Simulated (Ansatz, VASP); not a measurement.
# Two plane-wave programs on MgO

File INCAR:

```
SYSTEM = MgO
  PREC = Accurate
  ENCUT = 600
  EDIFF = 1E-6
  ISMEAR = 0
  SIGMA = 0.02
  LREAL = .FALSE.
  LASPH = .TRUE.
  NELM = 120
  ALGO = Normal
  ISIF = 2
  LWAVE = .FALSE.
  LCHARG = .TRUE.
  GGA = PE
  LELF = .TRUE.
  LVHAR = .TRUE.
  NBANDS = 11
  GGA_COMPAT = .FALSE.
```

File KPOINTS:

```
regular mesh
0
G
  10 10 10
  0 0 0
```

File POSCAR:

```
MgO
1.0
    0.0000000000      2.4233788221      2.4233788221
    2.4233788221      0.0000000000      2.4233788221
    2.4233788221      2.4233788221      0.0000000000
Mg O
1 1
Direct
    0.0000000000      0.0000000000      0.0000000000
    0.5000000000      0.5000000000      0.5000000000
```

Input for Ansatz:

```yaml
crystal:
  lattice:
    - [0.0, 2.4233788221, 2.4233788221]
    - [2.4233788221, 0.0, 2.4233788221]
    - [2.4233788221, 2.4233788221, 0.0]
  atoms:
    - { symbol: Mg, position: [0.0, 0.0, 0.0] }
    - { symbol: O, position: [0.5, 0.5, 0.5] }
basis:
  ecutwfc: 420
kpoints:
  mp_grid: { grid: [10, 10, 10] }
hamiltonian:
  xc: pbe
scf:
  occupations: { method: gaussian, width: 0.02 }
output:
  forces: true
  stress: true
  eigenvalues: true
```

Alike in both runs: task single point; functional PBE; k mesh 10 × 10 × 10; occupations gaussian, width 0.02 eV; no spin polarisation.

```csv
,VASP,Ansatz
version,VASP 6.6.1,Ansatz 0.2.0
potentials or method,"VASP PAW PBE potentials, release 64 (Mg, O), cutoff 600 eV","scalar-relativistic, plane waves, PAW"
valence electrons in the cell,8,16
```

Ansatz gave:

* gap on the k mesh at the Fermi level (eV): 1.62
* least direct gap on the mesh (eV): 1.62
* pressure (GPa): -26.3

Estimate VASP's values.

gap on the k mesh at the Fermi level (eV): 1.60; least direct gap on the mesh (eV): 1.60; pressure (GPa): -26.8.

VASP's potentials hold 8 valence electrons a cell and Ansatz's 16, so a difference there can come from the potentials and not from the codes.
